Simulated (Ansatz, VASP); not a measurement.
## One calculation of Au, two programs

Contents of INCAR:

```
SYSTEM = Au
PREC = Accurate ; ENCUT = 520
EDIFF = 1E-7 ; ISMEAR = -1
SIGMA = 0.1 ; LREAL = .False.
LASPH = .True. ; NELM = 60
ALGO = Normal ; ISIF = 2
LWAVE = .False. ; LCHARG = .False.
GGA = RP ; NBANDS = 12
```

Contents of KPOINTS:

```
regular mesh
0
Gamma
  15 15 15
  0 0 0
```

POSCAR

```
Au
1.0
   -1.5982541229      1.5982541229      1.5982541229
    1.5982541229     -1.5982541229      1.5982541229
    1.5982541229      1.5982541229     -1.5982541229
Au
1
Direct
    0.0000000000      0.0000000000      0.0000000000
```

Input for Ansatz:

```yaml
crystal:
  lattice:
    - [-1.5982541229, 1.5982541229, 1.5982541229]
    - [1.5982541229, -1.5982541229, 1.5982541229]
    - [1.5982541229, 1.5982541229, -1.5982541229]
  atoms:
    - { symbol: Au, position: [0.0, 0.0, 0.0] }
hamiltonian:
  xc: rpbe
  pseudopotentials:
    kind: paw
    azcp:
      Au: "pseudopotentials/Au.paw.azcp"
basis:
  ecutwfc: 420
  fft_grid_basis: typed
kpoints:
  mp_grid: { grid: [15, 15, 15], shift: [0, 0, 0] }
magnetization:
  spin_polarized: false
scf:
  occupations: { method: fermi_dirac, width: 0.1 }
  lower_state_search: "off"
output:
  stress: true
  write_density: true
  write_potential: true
  elf: true
  volumetric_format: npy
```

Alike in both runs: task single point; functional RPBE; k mesh 15 × 15 × 15; occupations fermi-dirac, width 0.1 eV; no spin polarisation.

|  | VASP | Ansatz |
| --- | --- | --- |
| version | VASP 6.6.1 | Ansatz 0.2.0 |
| potentials or method | VASP PAW PBE potentials, release 64 (Au), cutoff 520 eV | plane waves (420 eV) with PAW, scalar-relativistic |
| valence electrons in the cell | 11 | 19 |

|  | VASP | Ansatz | Ansatz less VASP |
| --- | --- | --- | --- |
| pressure (GPa) | 22.3 | 22.6 | +0.39 |

VASP's potentials were made for PBE, not for RPBE. VASP's potentials hold 11 valence electrons a cell and Ansatz's 19, so a difference there can come from the potentials and not from the codes.

Neither program's run includes spin-orbit coupling.
